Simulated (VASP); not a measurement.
# AlRu (Pm-3m) in VASP: electric field gradients with PBE

Aim: the electric field gradients of AlRu with PBE.

Program: VASP 6.6.1. These are calculated values, not measurements. Logs are shortened: lines on timing, memory, paths and dates and some standing lists are left out, and cuts for length are marked.

### Step 1. The cell of the first run

It takes space group Pm-3m (No. 221, cubic). The conventional cell has a = 2.982 Å, b = 2.982 Å, c = 2.982 Å, α = 90.00°, β = 90.00°, γ = 90.00°. Within 3.4 Å of Al (site symmetry m-3m) lie 8 Ru at 2.58 Å and 6 Al at 2.98 Å. Ru (site symmetry m-3m) has 8 Al at 2.58 Å and 6 Ru at 2.98 Å within 3.4 Å.

### Step 2. Electric field gradients, PBE

File INCAR:

```
PREC = Accurate
ENCUT = 400
EDIFF = 1E-8
ISMEAR = 0
SIGMA = 0.1
LREAL = F
LASPH = T
NELM = 120
ALGO = Normal
ISIF = 2
LWAVE = F
LCHARG = F
GGA = PE
LEFG = T
NBANDS = 16
GGA_COMPAT = F
```

File KPOINTS:

```
Automatic mesh
0
Gamma
  6 6 6
```

File POSCAR:

```
AlRu
1.0
    2.9824954400      0.0000000000      0.0000000000
    0.0000000000      2.9824954400      0.0000000000
    0.0000000000      0.0000000000      2.9824954400
Al Ru
1 1
Direct
    0.0000000000      0.0000000000      0.0000000000
    0.5000000000      0.5000000000      0.5000000000
```

Potentials or basis: VASP PAW PBE potentials, release 64 (Al, Ru_pv).

Command:

```sh
> cat potpaw_PBE.64/Al/POTCAR potpaw_PBE.64/Ru_pv/POTCAR > POTCAR
> mpirun -np 1 vasp_std > vasp.out
```

OUTCAR:

```text
PREC = Accurate
   ENCUT = 400
   EDIFF = 1E-8
   ISMEAR = 0
   LREAL = F
   LASPH = T
   NELM = 120
   ISIF = 2
   GGA = PE

 ion  position               nearest neighbor table
   1  0.000  0.000  0.000-   2 2.58   2 2.58   2 2.58   2 2.58   2 2.58   2 2.58   2 2.58   2 2.58

   2  0.500  0.500  0.500-   1 2.58   1 2.58   1 2.58   1 2.58   1 2.58   1 2.58   1 2.58   1 2.58

  LATTYP: Found a simple cubic cell.
 ALAT       =     2.9824954400

  Lattice vectors:

 A1 = (   2.9824954400,   0.0000000000,   0.0000000000)
 A2 = (   0.0000000000,   2.9824954400,   0.0000000000)
 A3 = (   0.0000000000,   0.0000000000,   2.9824954400)

Analysis of symmetry for initial positions (statically):
=====================================================================
 Subroutine PRICEL returns:
 Original cell was already a primitive cell.

 Routine SETGRP: Setting up the symmetry group for a
 simple cubic supercell.

 Subroutine GETGRP returns: Found 48 space group operations
 (whereof 48 operations were pure point group operations)
 out of a pool of 48 trial point group operations.

The static configuration has the point symmetry O_h .

Analysis of symmetry for dynamics (positions and initial velocities):
=====================================================================
 Subroutine PRICEL returns:
 Original cell was already a primitive cell.

 Routine SETGRP: Setting up the symmetry group for a
 simple cubic supercell.

 Subroutine GETGRP returns: Found 48 space group operations
 (whereof 48 operations were pure point group operations)
 out of a pool of 48 trial point group operations.

The dynamic configuration has the point symmetry O_h .

 Subroutine INISYM returns: Found 48 space group operations
 (whereof 48 operations are pure point group operations),
 and found     1 'primitive' translations

----------------------------------------------------------------------------------------

                                     Primitive cell

  volume of cell :      26.5301

  direct lattice vectors                    reciprocal lattice vectors
     2.982495440  0.000000000  0.000000000     0.335289700  0.000000000  0.000000000
[... 119 lines left out ...]

 number of electron      16.9999981 magnetization

 Free energy of the ion-electron system (eV)
  ---------------------------------------------------
  ext. energy  EPLUGINS =         0.00000000
  ---------------------------------------------------
  free energy    TOTEN  =       -14.25115960 eV

  energy without entropy =      -14.23809765  energy(sigma->0) =      -14.24462862

 E-fermi :  10.7163     XC(G=0): -12.6154

 val. band max:       10.7138117486   @ k =   0.3333   0.1667   0.0000
 cond. band min:      10.7919993051   @ k =   0.5000   0.1667   0.0000
 fundamental gap:      0.0781875565
 Fermi energy:        10.7162605975

 k-point     1 :       0.0000    0.0000    0.0000
  band No.  band energies     occupation
      1     -30.9332      2.00000
      2     -30.9332      2.00000
      3     -30.9332      2.00000
      4       1.1160      2.00000
      5       7.2383      2.00000
      6       7.2383      2.00000
[... 357 lines left out ...]
      3     -31.0981      2.00000
      4       6.1562      2.00000
      5       6.1562      2.00000
      6       6.1562      2.00000
[... 8 lines left out ...]
     15      19.4540      0.00000
     16      22.8371      0.00000

------------------------ aborting loop because EDIFF is reached ----------------------------------------

  FORCE on cell =-STRESS in cart. coord.  units (eV):
  Direction    XX          YY          ZZ          XY          YZ          ZX
  --------------------------------------------------------------------------------------
  -------------------------------------------------------------------------------------
  Total        0.6650328      0.6650328      0.6650328     -0.0000000     -0.0000000      0.0000000
  in kB       40.1619018     40.1619018     40.1619018     -0.0000000     -0.0000000      0.0000000
  external PRESSURE =      40.1619018 kB  Pullay stress =       0.0000000 kB

 VOLUME and BASIS-vectors are now :
 -----------------------------------------------------------------------------
  energy-cutoff  :      400.00
  volume of cell :       26.53
      direct lattice vectors                 reciprocal lattice vectors
     2.982495440  0.000000000  0.000000000     0.335289700  0.000000000  0.000000000
     0.000000000  2.982495440  0.000000000     0.000000000  0.335289700  0.000000000
     0.000000000  0.000000000  2.982495440     0.000000000  0.000000000  0.335289700

 POSITION                                       TOTAL-FORCE (eV/Angst)
 -----------------------------------------------------------------------------------
      0.00000      0.00000      0.00000         0.000000      0.000000      0.000000
      1.49125      1.49125      1.49125         0.000000      0.000000      0.000000
 -----------------------------------------------------------------------------------
    total drift:                               -0.000000      0.000000     -0.000000

  FREE ENERGIE OF THE ION-ELECTRON SYSTEM (eV)
  ---------------------------------------------------
  free  energy   TOTEN  =       -14.2511595958 eV

  energy  without entropy=      -14.2380976502  energy(sigma->0) =      -14.24462862

 Electric field gradients (V/A^2)
---------------------------------------------------------------------
 ion       V_xx      V_yy      V_zz      V_xy      V_xz      V_yz
---------------------------------------------------------------------
   1       0.000     0.000     0.000    -0.000    -0.000    -0.000
   2       0.000    -0.000    -0.000    -0.000     0.000     0.000
---------------------------------------------------------------------

 Electric field gradients after diagonalization (V/A^2)
 (convention: |V_zz| > |V_xx| > |V_yy|)
----------------------------------------------------------------------
 ion       V_xx      V_yy      V_zz     asymmetry (V_yy - V_xx)/ V_zz
----------------------------------------------------------------------
   1       0.000     0.000     0.000      -0.148
   2      -0.000    -0.000     0.000       0.760
----------------------------------------------------------------------

           NMR quadrupolar parameters

 Cq : quadrupolar parameter    Cq=e*Q*V_zz/h
 eta: asymmetry parameters     (V_yy - V_xx)/ V_zz
 Q  : nuclear electric quadrupole moment in mb (millibarn)
----------------------------------------------------------------------
 ion       Cq(MHz)       eta       Q (mb)
----------------------------------------------------------------------
   1       0.000      -0.148       1.000
   2       0.000       0.760       1.000
----------------------------------------------------------------------
```

stdout:

```text
POSCAR found type information on POSCAR AlRu
 POSCAR found :  2 types and       2 ions
 scaLAPACK will be used
 LDA part: xc-table for (Slater+PW92), standard interpolation
 POSCAR, INCAR and KPOINTS ok, starting setup
 FFT: planning ... GRIDC
 FFT: planning ... GRID_SOFT
 FFT: planning ... GRID
 WAVECAR not read
 entering main loop
ion   1

ion   2
```

Run time: 12 s. Hardware: 1 thread of Intel Xeon 8259CL, shared host; peak memory 0.12 GiB.

Results:

* Free energy: -14.2512 eV
* Pressure: 4.0 GPa
* Band gap on the k mesh: zero (an odd number of electrons rules out a gap without spin polarisation)
* Largest electric field gradient by atom: zero within the noise of the run

Caveat: the cell stands under pressure.
